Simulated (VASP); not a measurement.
The system is B3C2.

```
CELL_PARAMETERS angstrom
3.73622 0.00000 0.00000
0.00000 3.73622 0.00000
0.00000 0.00000 3.73622
ATOMIC_POSITIONS crystal
B 0.50000 0.00000 0.00000
B 0.00000 0.50000 0.00000
B 0.00000 0.00000 0.50000
C 0.00000 0.00000 0.00000
C 0.50000 0.50000 0.50000
```

| Quantity | Value |
| --- | --- |
| Program | VASP 6.6.1 |
| Task | relaxation of cell and atoms |
| Functional | PBE |
| Potentials or basis | VASP PAW PBE potentials, release 64 (B, C) |
| Cutoff | 600 eV |
| k mesh | 6 × 6 × 6 |
| Occupations | gaussian, width 0.1 eV |
| Spin | no spin polarisation |

At the start: pressure -36.1 GPa; volume 10.43 Å³/atom.

Problem. Where does the relaxation end?

Solution. Over 3 steps the energy falls by 566.6 meV/atom and the volume is 6.99 Å³/atom (-33.0 %); space group Pm-3m (No. 221, to 0.05 Å).

The path:
```
step  energy change (eV)  largest force (eV/Å)  pressure (GPa)  volume (Å³)
   1              0.0000                0.0000          -36.06        52.16
   2             -2.7926                0.0000           -8.57        36.37
   3             -2.8332                0.0000           -0.38        34.95
```

Final structure:
```yaml
crystal:
  lattice:
    - [3.26953, 0.00000, 0.00000]
    - [0.00000, 3.26953, 0.00000]
    - [0.00000, 0.00000, 3.26953]
  atoms:
    - { symbol: B, position: [0.50000, 0.00000, 0.00000] }
    - { symbol: B, position: [0.00000, 0.50000, 0.00000] }
    - { symbol: B, position: [0.00000, 0.00000, 0.50000] }
    - { symbol: C, position: [0.00000, 0.00000, 0.00000] }
    - { symbol: C, position: [0.50000, 0.50000, 0.50000] }
```

Caveat: the volume moved by over 15 % at a fixed basis, so the end points are rough.
